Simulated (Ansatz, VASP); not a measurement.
## One calculation of BaS, two programs

The input INCAR:

```
PREC = Accurate
ENCUT = 520
EDIFF = 1E-6
ISMEAR = 0
SIGMA = 0.01
LREAL = F
LASPH = T
NELM = 150
ALGO = Normal
ISIF = 2
LWAVE = F
LCHARG = F
LNONCOLLINEAR = T
MAGMOM = 0 0 0 0 0 0
LORBIT = 11
LSORBIT = T
GGA_COMPAT = F
LORBMOM = T
GGA = PS
NBANDS = 28
```

KPOINTS

```
regular mesh
0
Gamma
  8 8 8
```

POSCAR

```
BaS
1.0
    0.0000000000      3.1662966003      3.1662966003
    3.1662966003      0.0000000000      3.1662966003
    3.1662966003      3.1662966003      0.0000000000
Ba S
1 1
Direct
   -0.0015791319     -0.0015791319     -0.0015791319
    0.5000000000      0.5000000000      0.5000000000
```

Input for Ansatz:

```yaml
crystal:
  lattice:
    - [0.0, 3.16629660031, 3.16629660031]
    - [3.16629660031, 0.0, 3.16629660031]
    - [3.16629660031, 3.16629660031, 0.0]
  atoms:
    - { symbol: Ba, position: [-0.001579131911, -0.001579131911, -0.001579131911] }
    - { symbol: S, position: [0.5, 0.5, 0.5] }
kpoints:
  mp_grid: { grid: [8, 8, 8] }
scf:
  occupations: { method: fixed }
  convergence: { dr2_threshold: 1.0e-10 }
hamiltonian:
  xc: pbesol
  pseudopotentials: { kind: all_electron, lapw: { basis_error: 0.0005 } }
magnetization:
  noncollinear: true
  spin_orbit: true
output:
  forces: true
  stress: true
  eigenstates:
    kpoints:
      - [0.0, 0.0, 0.0]
      - [0.0, -0.5, -0.5]
      - [-0.5, 0.0, -0.5]
      - [-0.5, -0.5, 0.0]
      - [-0.5, 0.0, 0.0]
      - [0.0, -0.5, 0.0]
      - [0.0, 0.0, -0.5]
      - [-0.5, -0.5, -0.5]
  eigenvalues: true
```

Change from the starting cell: atom 1 moved by [-0.01, -0.01, -0.01] A.

Alike in both runs: task single point; functional PBEsol; k mesh 8 × 8 × 8; non-collinear spin, spin-orbit coupling.

|  | VASP | Ansatz |
| --- | --- | --- |
| version | VASP 6.6.1 | Ansatz 0.2.0 |
| potentials or method | VASP PAW PBE potentials, release 64 (Ba_sv, S), cutoff 520 eV | all-electron LAPW |
| occupations | gaussian, width 0.01 eV | fixed |

|  | VASP | Ansatz | Ansatz less VASP |
| --- | --- | --- | --- |
| pressure (GPa) | 0.7 | 0.0 | -0.68 |
| rms of the force components (eV/Å) | 0.022 | 0.020 | -0.0019 |

VASP's potentials were made for PBE, not for PBEsol. Atom by atom the forces differ by 0.002 eV/Å (rms over components). Ansatz ran all-electron here, and VASP with PAW potentials.
